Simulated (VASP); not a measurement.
# SiC in VASP: notebook, part 2 of 2

VASP 6.6.1.

### 5 Single point, PBE

The input, INCAR:

```
SYSTEM = SiC
PREC = Accurate
ENCUT = 520
EDIFF = 1E-7
ISMEAR = -1
SIGMA = 0.02
LREAL = .FALSE.
LASPH = .TRUE.
NELM = 60
ALGO = Normal
ISIF = 2
LWAVE = .FALSE.
LCHARG = .TRUE.
LDIPOL = .TRUE.
IDIPOL = 3
DIPOL = 0.5 0.5 0.500
GGA = PE
LELF = .TRUE.
LVHAR = .TRUE.
LVACPOTAV = .TRUE.
EFIELD = -0.5
NBANDS = 26
```

The input, KPOINTS:

```
Automatic mesh
0
G
  8 6 1
  0 0 0
```

The input, POSCAR:

```
SiC
1.0
    3.0969261082      0.0000000000      0.0000000000
    0.0000000000      4.3797149038      0.0000000000
    0.0000000000      0.0000000000     20.6454000000
Si C
4 4
Direct
    0.0000000000      0.8363537269      0.4003641560
    0.5000000000      0.3823671827      0.4586487939
    0.0000000000      0.8823719973      0.5413484291
    0.5000000000      0.3363438890      0.5996368214
    0.5000000000      0.6415118333      0.3879090407
    0.0000000000      0.1397796001      0.4619575101
    0.5000000000      0.6397741725      0.5380431381
    0.0000000000      0.1414975981      0.6120921098
```

Potentials or basis: VASP PAW PBE potentials, release 64 (Si, C).

Command:

```
$ cat potpaw_PBE.64/Si/POTCAR potpaw_PBE.64/C/POTCAR > POTCAR
$ mpirun -np 1 vasp_std > vasp.out
```

OUTCAR:

```text
SYSTEM = SiC
   PREC = Accurate
   ENCUT = 520
   EDIFF = 1E-7
   ISMEAR = -1
   LREAL = .FALSE.
   LASPH = .TRUE.
   NELM = 60
   ISIF = 2
   GGA = PE

 ion  position               nearest neighbor table
   1  0.000  0.836  0.400-   5 1.79   5 1.79   6 1.84   2 2.79   2 2.79   3 2.92   2 3.09   2 3.09

   2  0.500  0.382  0.459-   5 1.85   6 1.88   6 1.88   7 1.99   1 2.79   1 2.79   4 2.92   1 3.09
                             1 3.09
   3  0.000  0.882  0.541-   8 1.85   7 1.88   7 1.88   6 1.99   4 2.79   4 2.79   1 2.92   4 3.09
                             4 3.09
   4  0.500  0.336  0.600-   8 1.79   8 1.79   7 1.84   3 2.79   3 2.79   2 2.92   3 3.09   3 3.09

   5  0.500  0.642  0.388-   1 1.79   1 1.79   2 1.85
   6  0.000  0.140  0.462-   1 1.84   2 1.88   2 1.88   3 1.99
   7  0.500  0.640  0.538-   4 1.84   3 1.88   3 1.88   2 1.99
   8  0.000  0.141  0.612-   4 1.79   4 1.79   3 1.85

  LATTYP: Found a simple orthorhombic cell.
 ALAT       =     3.0969261082
 B/A-ratio  =     1.4142135623
 C/A-ratio  =     6.6664167238

  Lattice vectors:

 A1 = (   3.0969261082,   0.0000000000,   0.0000000000)
 A2 = (   0.0000000000,   4.3797149038,   0.0000000000)
 A3 = (   0.0000000000,   0.0000000000,  20.6454000000)

Analysis of symmetry for initial positions (statically):
=====================================================================
 Subroutine PRICEL returns:
 Original cell was already a primitive cell.

 Routine SETGRP: Setting up the symmetry group for a
 simple orthorhombic supercell.

 Subroutine GETGRP returns: Found  2 space group operations
 (whereof  2 operations were pure point group operations)
 out of a pool of  8 trial point group operations.

The static configuration has the point symmetry C_1h.

Analysis of symmetry for dynamics (positions and initial velocities):
=====================================================================
 An external electric field (EFIELD) may reduce the allowed symmetry operations
 Subroutine PRICEL returns:
 Original cell was already a primitive cell.

 Routine SETGRP: Setting up the symmetry group for a
 simple orthorhombic supercell.

 Subroutine GETGRP returns: Found  2 space group operations
 (whereof  2 operations were pure point group operations)
 out of a pool of  8 trial point group operations.

The dynamic configuration has the point symmetry C_1h.

 Subroutine INISYM returns: Found  2 space group operations
 (whereof  2 operations are pure point group operations),
 and found     1 'primitive' translations

----------------------------------------------------------------------------------------

                                     Primitive cell

  volume of cell :     280.0271

  direct lattice vectors                    reciprocal lattice vectors
     3.096926108  0.000000000  0.000000000     0.322900827  0.000000000  0.000000000
     0.000000000  4.379714904  0.000000000     0.000000000  0.228325364  0.000000000
     0.000000000  0.000000000 20.645400000     0.000000000  0.000000000  0.048436940

  length of vectors
     3.096926108  4.379714904 20.645400000     0.322900827  0.228325364  0.048436940

[... 52 lines left out ...]
  0.375000  0.000000  0.000000      2.000000
  0.500000  0.000000  0.000000      1.000000
  0.000000  0.166667  0.000000      2.000000
[... 12 lines left out ...]
  0.375000  0.500000  0.000000      2.000000
  0.500000  0.500000  0.000000      1.000000
   k-points           NKPTS =     20   k-points in BZ     NKDIM =     20   number of bands    NBANDS=     26
   number of dos      NEDOS =    301   number of ions     NIONS =      8
   total plane-waves  NPLWV = 138240
   dimension x,y,z NGX =    24 NGY =   36 NGZ =  160
   dimension x,y,z NGXF=    48 NGYF=   72 NGZF=  320
   ions per type =               4   4
   NGX,Y,Z   is equivalent  to a cutoff of  12.88, 13.66, 12.88 a.u.
   NGXF,Y,Z  is equivalent  to a cutoff of  25.77, 27.33, 25.77 a.u.
 SYSTEM =  SiC
   PREC   = accura    normal or accurate (medium, high low for compatibility)
   ISTART =      0    job   : 0-new  1-cont  2-samecut
   ICHARG =      2    charge: 1-file 2-atom 10-const
   ISPIN  =      1    spin polarized calculation?
   LNONCOLLINEAR =      F non collinear calculations
   LSORBIT =      F    spin-orbit coupling
   LASPH  =      T    aspherical Exc in radial PAW
   ENCUT  =  520.0 eV  38.22 Ry    6.18 a.u.   5.76  8.14 38.39*2*pi/ulx,y,z
   NELM   =     60;   NELMIN=  2; NELMDL= -5     # of ELM steps
   EDIFF  = 0.1E-06   stopping-criterion for ELM
   LREAL  =      F    real-space projection
   EDIFFG = 0.1E-05   stopping-criterion for IOM
   NSW    =      0    number of steps for IOM
   IBRION =     -1    ionic relax: 0-MD 1-quasi-New 2-CG
   NFREE  =      0    steps in history (QN), initial steepest desc. (CG)
   ISIF   =      2    stress and relaxation
   ISYM   =      2    0-nonsym 1-usesym 2-fastsym
   POTIM  = 0.5000    time-step for ionic-motion
   TEBEG  =    0.0;   TEEND  =   0.0 temperature during run
   PSTRESS=    0.0 pullay stress
   NELECT =      32.0000    total number of electrons
   NUPDOWN=      -1.0000    fix difference up-down
   EMIN   =  10.00;   EMAX   =-10.00  energy-range for DOS
   EFERMI =   0.00;   METHOD = LEGACY
   ISMEAR =    -1;   SIGMA  =   0.02  broadening in eV -4-tet -1-fermi 0-gaus
   EFERMI_NEDOS =   21; number of points for ismear=-14 and -15
   IALGO  =     38    algorithm
   IMIX   =      4    mixing-type and parameters
     AMIX     =   0.40;   BMIX     =  1.00
     AMIX_MAG =   1.60;   BMIX_MAG =  1.00
  volume/ion in A,a.u.               =      35.00       236.21
  Fermi-wavevector in a.u.,A,eV,Ry     =   0.794435  1.501264  8.586996  0.631126
  Thomas-Fermi vector in A             =   1.900566
   LORBIT       =      0    0 simple, 1 ext, 2 COOP (PROOUT), +10 PAW based schemes
   GGA     = PE    functional components
   LHFCALC =     F    Hartree Fock is set to
   AEXX    =    0.0000 exact exchange contribution
   IVDW    =     0    specifies the selected vdW correction
   LEPSILON=     F    determine dielectric tensor
   LRPA    =     F    only Hartree local field effects (RPA)
 non-spin polarized calculation
  energy-cutoff  :      520.00
  volume of cell :      280.03
 maximum number of plane-waves:      7572
 NGX is ok and might be reduce to    24
   NGX = 11   NGY = 17   NGZ = 77

 number of electron      31.9999997 magnetization

 dipolmoment           0.000000      0.000000     -0.241970 electrons x Angstroem

 Free energy of the ion-electron system (eV)
  ---------------------------------------------------
  ext. energy  EPLUGINS =         0.00000000
  ---------------------------------------------------
  free energy    TOTEN  =       -55.46710292 eV

  energy without entropy =      -55.46710292  energy(sigma->0) =      -55.46710292

 E-fermi :  -1.0683     XC(G=0):  -4.1753

 val. band max:       -1.4344385233   @ k =   0.3750   0.5000   0.0000
 cond. band min:      -0.7189686990   @ k =   0.5000   0.0000   0.0000
 fundamental gap:      0.7154698243
 Fermi energy:        -1.0682937209

 k-point     1 :       0.0000    0.0000    0.0000
  band No.  band energies     occupation
      1     -16.7773      2.00000
      2     -15.1510      2.00000
      3     -12.7437      2.00000
      4     -12.1281      2.00000
      5      -9.2914      2.00000
      6      -7.9560      2.00000
[... 569 lines left out ...]
     25       6.2360      0.00000
     26       6.3511      0.00000

------------------------ aborting loop because EDIFF is reached ----------------------------------------

  FORCE on cell =-STRESS in cart. coord.  units (eV):
  Direction    XX          YY          ZZ          XY          YZ          ZX
  --------------------------------------------------------------------------------------
  -------------------------------------------------------------------------------------
  Total        1.4628921      2.3695006     -0.1077658      0.0000000     -0.2066528      0.0000000
  in kB        8.3699503     13.5571196     -0.6165829      0.0000000     -1.1823660      0.0000000
  external PRESSURE =       7.1034956 kB  Pullay stress =       0.0000000 kB

 VOLUME and BASIS-vectors are now :
 -----------------------------------------------------------------------------
  energy-cutoff  :      520.00
  volume of cell :      280.03
      direct lattice vectors                 reciprocal lattice vectors
     3.096926108  0.000000000  0.000000000     0.322900827  0.000000000  0.000000000
     0.000000000  4.379714904  0.000000000     0.000000000  0.228325364  0.000000000
     0.000000000  0.000000000 20.645400000     0.000000000  0.000000000  0.048436940

 POSITION                                       TOTAL-FORCE (eV/Angst)
 -----------------------------------------------------------------------------------
      0.00000      3.66299      8.26568         0.000000      0.044233      0.104976
      1.54846      1.67466      9.46899         0.000000     -0.010072      0.108076
      0.00000      3.86454     11.17635         0.000000      0.001336      0.101695
      1.54846      1.47309     12.37974         0.000000     -0.052269      0.104132
      1.54846      2.80964      8.00854         0.000000      0.011809     -0.129951
      0.00000      0.61219      9.53730         0.000000     -0.003133     -0.086770
      1.54846      2.80203     11.10812         0.000000      0.007709     -0.083243
      0.00000      0.61972     12.63689         0.000000      0.000388     -0.118915
 -----------------------------------------------------------------------------------
    total drift:                                0.000000      0.000038     -0.000017

  FREE ENERGIE OF THE ION-ELECTRON SYSTEM (eV)
  ---------------------------------------------------
  free  energy   TOTEN  =       -55.4671029198 eV

  energy  without entropy=      -55.4671029189  energy(sigma->0) =      -55.46710292
```

Wall time 2.8 min (1 thread of Intel Xeon Platinum 8488C (Sapphire Rapids), shared host); peak memory 0.42 GiB.

Results:

```yaml
Free_energy: -55.4671 eV
Largest_force: 0.130 eV/Å
Band_gap_on_the_k_mesh: 0.72 eV (least direct gap 1.14 eV)
```

Forces in eV/Å, atoms in the order of the input:
```
Si   0.000  0.044  0.105
Si   0.000 -0.010  0.108
Si   0.000  0.001  0.102
Si   0.000 -0.052  0.104
C    0.000  0.012 -0.130
C    0.000 -0.003 -0.087
C    0.000  0.008 -0.083
C    0.000  0.000 -0.119
```

Caveat: semilocal functionals underestimate gaps, and a narrow one can read as zero.

### 6 Single point, PBE

The input, INCAR:

```
PREC = Accurate
ENCUT = 520
EDIFF = 1E-6
ISMEAR = -1
SIGMA = 0.02
LREAL = False
LASPH = True
NELM = 80
ALGO = Normal
ISIF = 2
LWAVE = False
LCHARG = False
GGA = PE
NBANDS = 26
```

The input, KPOINTS:

```
Automatic mesh
0
Gamma
  8 6 1
```

POSCAR is that of step 5.

Potentials or basis: VASP PAW PBE potentials, release 64 (Si, C).

Command:

```
$ cat potpaw_PBE.64/Si/POTCAR potpaw_PBE.64/C/POTCAR > POTCAR
$ mpirun -np 1 vasp_std > vasp.out
```

It took 2.4 min on 1 thread of Intel Xeon Platinum 8488C (Sapphire Rapids), shared host; peak memory 0.42 GiB.

The run converged. Its results:

```yaml
Free_energy: -55.4067 eV
Largest_force: 0.012 eV/Å
Band_gap_on_the_k_mesh: 0.83 eV (least direct gap 1.25 eV)
```

Forces in eV/Å, atoms in the order of the input:
```
Si   0.000 -0.008  0.008
Si   0.000 -0.002  0.003
Si   0.000 -0.003 -0.002
Si   0.000 -0.008 -0.009
C    0.000  0.008 -0.004
C    0.000  0.003 -0.004
C    0.000  0.003  0.003
C    0.000  0.008  0.004
```

Levels at points of the mesh, in eV from the valence-band top:
| k point | band 14 | band 15 | band 16 | band 17 | band 18 | band 19 |
| --- | --- | --- | --- | --- | --- | --- |
| (0.00, 0.00, 0.00) | -1.02 | -0.70 | -0.07 | 1.84 | 2.64 | 3.74 |
| (0.50, 0.00, 0.00) | -2.54 | -0.42 | -0.42 | 0.83 | 0.83 | 3.52 |
| (0.00, 0.50, 0.00) | -1.82 | -0.37 | -0.37 | 2.53 | 2.54 | 4.32 |
| (0.50, 0.50, 0.00) | -2.06 | -0.10 | -0.10 | 1.98 | 1.98 | 5.25 |

Caveat: there is no dipole correction, which matters where the two faces differ.

### 7 Summary

| cell | dipole correction | electric field (eV/Å) | gap on the mesh (eV) | largest force (eV/Å) |
| --- | --- | --- | --- | --- |
| as given, atomic positions A | yes | - | 0.40 | 3.21 |
| as given, atomic positions B | yes | - | 0.83 | 0.01 |
| as given, atomic positions B | yes | -0.5 eV/Å | 0.72 | 0.13 |
| as given, atomic positions B | no | - | 0.83 | 0.01 |

Alike in all rows: task single point; level PBE; potentials or basis VASP PAW PBE potentials, release 64 (Si, C); no spin polarisation; k mesh 8 × 6 × 1; cutoff (eV) 520; smearing fermi-dirac 0.02 eV.

Caveats: semilocal functionals underestimate gaps, and a narrow one can read as zero (at least some runs); there is no dipole correction, which matters where the two faces differ (at least some runs).

Total energies depend on the potentials used, so only differences within one code and one set of settings carry meaning.
